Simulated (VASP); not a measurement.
# PbS (P1) in VASP: single point with PBE

Aim: the single point of PbS with PBE.

All numbers are computed with VASP 6.6.1; they aren't measurements. Logs are shortened: lines on timing, memory, paths and dates and some standing lists are left out, and cuts for length are marked.

## Step 1: The cell of the first run

The typed cell holds 2 atoms: a = 4.090 Å, b = 4.090 Å, c = 3.788 Å, α = 90.00°, β = 90.00°, γ = 120.00°.

## Step 2: Single point, PBE

Contents of INCAR:

```
SYSTEM = PbS
PREC = Accurate
ENCUT = 520
EDIFF = 1E-6
ISMEAR = 0
SIGMA = 0.1
LREAL = .FALSE.
LASPH = .TRUE.
NELM = 60
ALGO = Normal
ISIF = 2
LWAVE = .FALSE.
LCHARG = .FALSE.
GGA = PE
NBANDS = 17
```

Contents of KPOINTS:

```
regular mesh
0
G
  6 6 4
  0 0 0
```

Contents of POSCAR:

```
PbS
1.0
    4.0896976867      0.0000000000      0.0000000000
   -2.0448488433      3.5417820905      0.0000000000
    0.0000000000      0.0000000000      3.7881670000
Pb S
1 1
Direct
   -0.0936579173     -0.0466198013     -0.0550047653
    0.6718598889      0.2711846222      0.5488652925
```

Potentials or basis: VASP PAW PBE potentials, release 64 (Pb_d, S).

Run with:

```sh
> cat potpaw_PBE.64/Pb_d/POTCAR potpaw_PBE.64/S/POTCAR > POTCAR
> mpirun -np 1 vasp_std > vasp.out
```

OUTCAR:

```text
SYSTEM = PbS
   PREC = Accurate
   ENCUT = 520
   EDIFF = 1E-6
   ISMEAR = 0
   LREAL = .FALSE.
   LASPH = .TRUE.
   NELM = 60
   ISIF = 2
   GGA = PE

 ion  position               nearest neighbor table
   1  0.906  0.953  0.945-   2 2.47   2 2.88   2 3.01   2 3.11   2 3.36
   2  0.672  0.271  0.549-   1 2.47   1 2.88   1 3.01   1 3.11   1 3.36

  LATTYP: Found a hexagonal cell.
 ALAT       =     4.0896976867
 C/A-ratio  =     0.9262706660

  Lattice vectors:

 A1 = (   4.0896976867,   0.0000000000,   0.0000000000)
 A2 = (  -2.0448488433,   3.5417820905,   0.0000000000)
 A3 = (   0.0000000000,   0.0000000000,   3.7881670000)

Analysis of symmetry for initial positions (statically):
=====================================================================
 Subroutine PRICEL returns:
 Original cell was already a primitive cell.

 Routine SETGRP: Setting up the symmetry group for a
 hexagonal supercell.

 Subroutine GETGRP returns: Found  1 space group operations
 (whereof  1 operations were pure point group operations)
 out of a pool of 24 trial point group operations.

The static configuration has the point symmetry C_1 .

Analysis of symmetry for dynamics (positions and initial velocities):
=====================================================================
 Subroutine PRICEL returns:
 Original cell was already a primitive cell.

 Routine SETGRP: Setting up the symmetry group for a
 hexagonal supercell.

 Subroutine GETGRP returns: Found  1 space group operations
 (whereof  1 operations were pure point group operations)
 out of a pool of 24 trial point group operations.

The dynamic configuration has the point symmetry C_1 .

 Subroutine INISYM returns: Found  1 space group operations
 (whereof  1 operations are pure point group operations),
 and found     1 'primitive' translations

----------------------------------------------------------------------------------------

                                     Primitive cell

  volume of cell :      54.8709

  direct lattice vectors                    reciprocal lattice vectors
     4.089697687  0.000000000  0.000000000     0.244516851  0.141171870  0.000000000
    -2.044848843  3.541782090  0.000000000     0.000000000  0.282343740  0.000000000
     0.000000000  0.000000000  3.788167000     0.000000000  0.000000000  0.263979914

  length of vectors
     4.089697687  4.089697687  3.788167000     0.282343740  0.282343740  0.263979914

  position of ions in fractional coordinates (direct lattice)
     0.906342083  0.953380199  0.944995235
     0.671859889  0.271184622  0.548865292

  ion indices of the primitive-cell ions
   primitive index   ion index
                 1           1
                 2           2

----------------------------------------------------------------------------------------

 KPOINTS: regular mesh

Automatic generation of k-mesh.
 Grid dimensions read from file:
 generate k-points for:    6    6    4

 Generating k-lattice:

  Cartesian coordinates                     Fractional coordinates (reciprocal lattice)
     0.040752809  0.023528645  0.000000000     0.166666667  0.000000000  0.000000000
     0.000000000  0.047057290  0.000000000     0.000000000  0.166666667  0.000000000
     0.000000000  0.000000000  0.065994979     0.000000000  0.000000000  0.250000000

  Length of vectors
     0.047057290  0.047057290  0.065994979

  Shift w.r.t. Gamma in fractional coordinates (k-lattice)
     0.000000000  0.000000000  0.000000000

 Subroutine IBZKPT returns following result:
 ===========================================

 Found     76 irreducible k-points:

 Following reciprocal coordinates:
            Coordinates               Weight
  0.000000  0.000000  0.000000      1.000000
  0.166667  0.000000  0.000000      2.000000
  0.000000  0.166667  0.000000      2.000000
 -0.166667  0.166667  0.000000      2.000000
  0.333333 -0.000000  0.000000      2.000000
  0.000000  0.333333  0.000000      2.000000
[... 16 lines left out ...]
  0.000000  0.166667  0.250000      2.000000
 -0.166667  0.166667  0.250000      2.000000
 [... further k-points ...]
   k-points           NKPTS =     76   k-points in BZ     NKDIM =     76   number of bands    NBANDS=     17
   number of dos      NEDOS =    301   number of ions     NIONS =      2
   total plane-waves  NPLWV =  25200
   dimension x,y,z NGX =    30 NGY =   30 NGZ =   28
   dimension x,y,z NGXF=    60 NGYF=   60 NGZF=   56
   ions per type =               1   1
   NGX,Y,Z   is equivalent  to a cutoff of  12.19, 12.19, 12.29 a.u.
   NGXF,Y,Z  is equivalent  to a cutoff of  24.39, 24.39, 24.58 a.u.
 SYSTEM =  PbS
   PREC   = accura    normal or accurate (medium, high low for compatibility)
   ISTART =      0    job   : 0-new  1-cont  2-samecut
   ICHARG =      2    charge: 1-file 2-atom 10-const
   ISPIN  =      1    spin polarized calculation?
   LNONCOLLINEAR =      F non collinear calculations
   LSORBIT =      F    spin-orbit coupling
   LASPH  =      T    aspherical Exc in radial PAW
   ENCUT  =  520.0 eV  38.22 Ry    6.18 a.u.   7.60  7.60  7.04*2*pi/ulx,y,z
   NELM   =     60;   NELMIN=  2; NELMDL= -5     # of ELM steps
   EDIFF  = 0.1E-05   stopping-criterion for ELM
   LREAL  =      F    real-space projection
   EDIFFG = 0.1E-04   stopping-criterion for IOM
   NSW    =      0    number of steps for IOM
   IBRION =     -1    ionic relax: 0-MD 1-quasi-New 2-CG
   NFREE  =      0    steps in history (QN), initial steepest desc. (CG)
   ISIF   =      2    stress and relaxation
   ISYM   =      2    0-nonsym 1-usesym 2-fastsym
   POTIM  = 0.5000    time-step for ionic-motion
   TEBEG  =    0.0;   TEEND  =   0.0 temperature during run
   PSTRESS=    0.0 pullay stress
   NELECT =      20.0000    total number of electrons
   NUPDOWN=      -1.0000    fix difference up-down
   EMIN   =  10.00;   EMAX   =-10.00  energy-range for DOS
   EFERMI =   0.00;   METHOD = LEGACY
   ISMEAR =     0;   SIGMA  =   0.10  broadening in eV -4-tet -1-fermi 0-gaus
   EFERMI_NEDOS =   21; number of points for ismear=-14 and -15
   IALGO  =     38    algorithm
   IMIX   =      4    mixing-type and parameters
     AMIX     =   0.40;   BMIX     =  1.00
     AMIX_MAG =   1.60;   BMIX_MAG =  1.00
  volume/ion in A,a.u.               =      27.44       185.14
  Fermi-wavevector in a.u.,A,eV,Ry     =   1.169421  2.209885 18.606576  1.367545
  Thomas-Fermi vector in A             =   2.305894
   LORBIT       =      0    0 simple, 1 ext, 2 COOP (PROOUT), +10 PAW based schemes
   GGA     = PE    functional components
   LHFCALC =     F    Hartree Fock is set to
   AEXX    =    0.0000 exact exchange contribution
   IVDW    =     0    specifies the selected vdW correction
   LEPSILON=     F    determine dielectric tensor
   LRPA    =     F    only Hartree local field effects (RPA)
 non-spin polarized calculation
 Gauss-broadening in eV      SIGMA  =   0.10
  energy-cutoff  :      520.00
  volume of cell :       54.87
 maximum number of plane-waves:      1506
   NGX = 15   NGY = 15   NGZ = 15

 number of electron      20.0000001 magnetization

 Free energy of the ion-electron system (eV)
  ---------------------------------------------------
  ext. energy  EPLUGINS =         0.00000000
  ---------------------------------------------------
  free energy    TOTEN  =        -8.23970049 eV

  energy without entropy =       -8.23954069  energy(sigma->0) =       -8.23962059

 E-fermi :   5.3438     XC(G=0):  -9.3601

 val. band max:        5.1927000642   @ k =   0.3333   0.3333   0.0000
 cond. band min:       5.4948989996   @ k =   0.3333   0.3333   0.5000
 fundamental gap:      0.3021989354
 Fermi energy:         5.3437995332

 k-point     1 :       0.0000    0.0000    0.0000
  band No.  band energies     occupation
      1     -11.7049      2.00000
      2     -11.6046      2.00000
      3     -11.5926      2.00000
      4     -11.5270      2.00000
      5     -11.5125      2.00000
      6      -8.3379      2.00000
[... 9 lines left out ...]
     16      15.1616      0.00000
     17      16.8442      0.00000

 k-point     2 :       0.1667    0.0000    0.0000
  band No.  band energies     occupation
      1     -11.7041      2.00000
      2     -11.6117      2.00000
      3     -11.5788      2.00000
      4     -11.5315      2.00000
      5     -11.5130      2.00000
      6      -8.1519      2.00000
[... 9 lines left out ...]
     16      15.0685      0.00000
     17      15.7224      0.00000

 k-point     3 :       0.0000    0.1667    0.0000
  band No.  band energies     occupation
      1     -11.6953      2.00000
      2     -11.6169      2.00000
      3     -11.5815      2.00000
      4     -11.5315      2.00000
      5     -11.5118      2.00000
      6      -8.1274      2.00000
[... 9 lines left out ...]
     16      14.9386      0.00000
     17      16.2153      0.00000

 k-point     4 :      -0.1667    0.1667    0.0000
  band No.  band energies     occupation
      1     -11.7136      2.00000
      2     -11.5959      2.00000
      3     -11.5858      2.00000
      4     -11.5263      2.00000
      5     -11.5161      2.00000
      6      -8.0987      2.00000
[... 9 lines left out ...]
     16      14.7282      0.00000
     17      16.2986      0.00000
[... 343 lines left out ...]
      1     -11.6823      2.00000
      2     -11.6071      2.00000
      3     -11.5751      2.00000
      4     -11.5445      2.00000
      5     -11.5128      2.00000
      6      -7.7668      2.00000
[... 9 lines left out ...]
     16      14.0768      0.00000
     17      14.5549      0.00000

 k-point    23 :       0.0000    0.1667    0.2500
  band No.  band energies     occupation
      1     -11.6794      2.00000
      2     -11.6133      2.00000
      3     -11.5798      2.00000
      4     -11.5517      2.00000
      5     -11.5036      2.00000
      6      -7.7298      2.00000
[... 9 lines left out ...]
     16      14.2822      0.00000
     17      15.4594      0.00000

 k-point    24 :      -0.1667    0.1667    0.2500
  band No.  band energies     occupation
      1     -11.7004      2.00000
      2     -11.5983      2.00000
      3     -11.5871      2.00000
      4     -11.5416      2.00000
      5     -11.5047      2.00000
      6      -7.6983      2.00000
[... 9 lines left out ...]
     16      14.1653      0.00000
     17      15.2989      0.00000

 [... further k-points ...]

------------------------ aborting loop because EDIFF is reached ----------------------------------------

  FORCE on cell =-STRESS in cart. coord.  units (eV):
  Direction    XX          YY          ZZ          XY          YZ          ZX
  --------------------------------------------------------------------------------------
  -------------------------------------------------------------------------------------
  Total        1.5609142      1.5030522      2.8135384     -1.0177490     -0.9163492      1.7976034
  in kB       45.5771817     43.8876647     82.1525905    -29.7172824    -26.7565084     52.4882752
  external PRESSURE =      57.2058123 kB  Pullay stress =       0.0000000 kB

 VOLUME and BASIS-vectors are now :
 -----------------------------------------------------------------------------
  energy-cutoff  :      520.00
  volume of cell :       54.87
      direct lattice vectors                 reciprocal lattice vectors
     4.089697687  0.000000000  0.000000000     0.244516851  0.141171870  0.000000000
    -2.044848843  3.541782090  0.000000000     0.000000000  0.282343740  0.000000000
     0.000000000  0.000000000  3.788167000     0.000000000  0.000000000  0.263979914

 POSITION                                       TOTAL-FORCE (eV/Angst)
 -----------------------------------------------------------------------------------
      1.75715      3.37666      3.57980         1.394077     -0.538869      0.879572
      2.19317      0.96048      2.07919        -1.394077      0.538869     -0.879572
 -----------------------------------------------------------------------------------
    total drift:                                0.000175     -0.000008     -0.000034

  FREE ENERGIE OF THE ION-ELECTRON SYSTEM (eV)
  ---------------------------------------------------
  free  energy   TOTEN  =        -8.2397004905 eV

  energy  without entropy=       -8.2395406882  energy(sigma->0) =       -8.23962059
```

Run time: 97 s. Hardware: 1 thread of Intel Xeon 8259CL, shared host; peak memory 0.21 GiB.

What came out:

```yaml
Free_energy: -8.2397 eV
Pressure: 5.7 GPa
Largest_force: 1.734 eV/Å
Band_gap_on_the_k_mesh: 0.30 eV, indirect (least direct gap 1.59 eV)
```

Forces in eV/Å, atoms in the order of the input:
```
Pb   1.394 -0.539  0.880
S   -1.394  0.539 -0.880
```

Levels at points of the mesh, in eV from the valence-band top:
```tsv
k point	band 7	band 8	band 9	band 10	band 11	band 12	band 13	band 14
(0.00, 0.00, 0.00)	-6.16	-2.53	-2.05	-1.35	2.61	3.68	5.12	6.77
(0.50, 0.00, 0.00)	-7.63	-3.14	-2.69	-1.48	2.38	3.75	5.83	6.99
(0.00, 0.50, 0.00)	-8.41	-2.71	-1.95	-1.30	2.05	3.41	5.12	7.35
(0.50, 0.50, 0.00)	-9.05	-2.68	-1.52	-0.64	1.72	3.95	4.79	5.99
(0.00, 0.00, 0.50)	-8.59	-1.80	-1.18	-0.24	1.34	3.92	4.12	7.97
(0.50, 0.00, 0.50)	-7.62	-4.11	-2.56	-2.00	1.11	2.70	3.10	8.56
(0.00, 0.50, 0.50)	-7.66	-4.52	-3.29	-1.81	1.46	3.54	3.93	8.04
(0.50, 0.50, 0.50)	-7.73	-4.46	-4.16	-1.73	2.47	3.46	4.64	7.55
```

Caveat: spin-orbit coupling is left out, which moves the levels of the heavy elements; forces of over 1 eV/Å act on the atoms, so gaps and moduli don't describe the material at rest.
